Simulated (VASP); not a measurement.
KCl: single point with r2SCAN

The system is KCl.

```xyz
2
Lattice="0.0000 2.8918 3.7594 2.8918 0.0000 3.7594 2.8918 2.8918 0.0000" Properties=species:S:1:pos:R:3 pbc="T T T"
K     0.0000    0.0000    0.0000
Cl    2.8918    2.8918    3.7594
```

This cell differs from its parent crystal: ratio of the length along z to the lengths across it x 1.3, volume and fractional coordinates fixed.

```
Program             : VASP 6.6.1
Task                : single point
Functional          : r2SCAN
Potentials or basis : VASP PAW PBE potentials, release 64 (K_sv, Cl)
Cutoff              : 520 eV
k mesh              : 8 × 8 × 8
Occupations         : gaussian, width 0.05 eV
Spin                : no spin polarisation
```

```
Pressure               : 3.2 GPa
Band gap on the k mesh : 5.47 eV, direct
```

Stress tensor (GPa, compression positive):
```
 5.87  0.00  0.00
 0.00  5.87  0.00
 0.00  0.00 -2.16
```

Levels at points of the mesh, in eV from the valence-band top:
| k point | band 5 | band 6 | band 7 | band 8 | band 9 | band 10 | band 11 | band 12 |
| --- | --- | --- | --- | --- | --- | --- | --- | --- |
| (0.00, 0.00, 0.00) | -10.92 | -0.24 | 0.00 | 0.00 | 5.47 | 8.02 | 9.68 | 9.68 |
| (0.50, 0.00, 0.00) | -10.46 | -1.23 | -0.51 | -0.48 | 7.90 | 8.84 | 11.43 | 11.59 |
| (0.50, 0.50, 0.00) | -10.94 | -0.90 | -0.09 | -0.09 | 7.19 | 9.30 | 9.38 | 10.81 |
| (0.50, 0.00, 0.50) | -11.00 | -0.58 | -0.38 | -0.35 | 6.99 | 9.16 | 10.71 | 10.87 |

Wall time 4.4 min on 1 thread of Intel(R) Xeon(R) Platinum 8259CL CPU @ 2.50GHz (Skylake/Cascade Lake), with other jobs on the host, peak memory 0.22 GiB.

Caveat: the PAW data sets were made with another functional, which shifts forces and pressure a little. A k mesh can miss the band edges.
